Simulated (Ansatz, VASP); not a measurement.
## One calculation of Au, two programs

```
Au
1.0
    -1.65727    1.65727    1.74013
     1.65727   -1.65727    1.74013
     1.65727    1.65727   -1.74013
Au
1
Direct
  0.00000 0.00000 0.00000
```

Change from the starting cell: strain +0.000 along x and y, +0.050 along z, atoms carried along.

Alike in both runs: task single point; functional r2SCAN; k mesh 20 × 20 × 20; occupations gaussian, width 0.15 eV; no spin polarisation.

|  | VASP | Ansatz |
| --- | --- | --- |
| version | VASP 6.6.1 | Ansatz 0.2.0 |
| potentials or method | VASP PAW PBE potentials, release 64 (Au), cutoff 520 eV | scalar-relativistic, plane waves, PAW |
| valence electrons in the cell | 11 | 19 |

|  | VASP | Ansatz | Ansatz less VASP |
| --- | --- | --- | --- |
| gap on the k mesh at the Fermi level (eV) | none | none | - |
| pressure (GPa) | -9.6 | -9.7 | -0.14 |
| traceless stress, the component that is largest in VASP (GPa) | 0.23 | 0.22 | -0.007 |

VASP's potentials were made for PBE, not for r2SCAN. A gap of «none» marks a metal or a gap that the smearing closes. With one functional, cell and mesh, what is left measures potentials, basis and numerics. VASP's potentials hold 11 valence electrons a cell and Ansatz's 19, so a difference there can come from the potentials and not from the codes.

Neither program's run includes spin-orbit coupling.
